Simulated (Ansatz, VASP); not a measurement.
TiB2: VASP beside Ansatz

```xyz
3
Lattice="3.0250 0.0000 0.0000 -1.5125 2.6197 0.0000 0.0000 0.0000 3.2236" Properties=species:S:1:pos:R:3 pbc="T T T"
Ti    0.0000    0.0000    0.0000
B     0.0000    1.7465    1.6118
B     1.5125    0.8732    1.6118
```

Alike in both runs: functional r2SCAN; k mesh 15 × 15 × 12; occupations gaussian, width 0.1 eV; no spin polarisation.

Ansatz relaxed the structure, and its values are those at the end. VASP's run is a single point on that final structure, the one shown.

|  | VASP | Ansatz |
| --- | --- | --- |
| version | VASP 6.6.1 | Ansatz 0.2.0 |
| potentials or method | VASP PAW PBE potentials, release 64 (Ti_sv, B), cutoff 520 eV | scalar-relativistic, plane waves, PAW |
| valence electrons in the cell | 18 | 18 |

```tsv
	VASP	Ansatz	Ansatz less VASP
gap on the k mesh at the Fermi level (eV)	none	none	-
pressure (GPa)	0.7	0.0	-0.72
```

VASP's potentials were made for PBE, not for r2SCAN. A gap of «none» marks a metal or a gap that the smearing closes. With one functional, cell and mesh, what is left measures potentials, basis and numerics.
